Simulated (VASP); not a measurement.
Crystal: Ba2BCl.

```
CELL_PARAMETERS angstrom
5.69207 0.00000 0.00000
-2.84604 4.92948 0.00000
0.00000 0.00000 4.71701
ATOMIC_POSITIONS crystal
Ba 0.33333 0.66667 0.00000
Ba 0.66667 0.33333 0.00000
B 0.00000 0.00000 0.00000
Cl 0.00000 0.00000 0.50000
```

The cell was built from a structure type or drawn by symmetry, and may not be a known phase.

```yaml
Program: VASP 6.6.1
Task: relaxation of cell and atoms
Functional: PBE
Potentials_or_basis: VASP PAW PBE potentials, release 64 (Ba_sv, B, Cl)
Cutoff: 600 eV
k_mesh: 6 × 6 × 4
Occupations: gaussian, width 0.1 eV
Spin: no spin polarisation
```

At the start: pressure 0.5 GPa; volume 33.09 Å³/atom.

Q: Where does the relaxation end?

A: Over 5 steps the energy falls by 57.0 meV/atom and the volume is 37.17 Å³/atom (+12.3 %); space group P6/mmm (No. 191, to 0.1 Å) before and after.

Step by step:
```tsv
step	energy change (eV)	largest force (eV/Å)	pressure (GPa)	volume (Å³)
1	0.0000	0.0000	0.48	132.35
2	-0.1170	0.0000	0.66	134.15
3	-0.1845	0.0000	1.44	136.90
4	-0.2268	0.0000	0.16	146.59
5	-0.2278	0.0000	-0.07	148.66
```

Final structure:
```
CELL_PARAMETERS angstrom
5.61877 0.00000 0.00000
-2.80938 4.86599 0.00000
0.00000 0.00000 5.43734
ATOMIC_POSITIONS crystal
Ba 0.33333 0.66667 0.00000
Ba 0.66667 0.33333 0.00000
B 0.00000 0.00000 0.00000
Cl 0.00000 0.00000 0.50000
```

Caveat: a cell axis changed by over 15 % at a fixed basis, so the end point is rough.
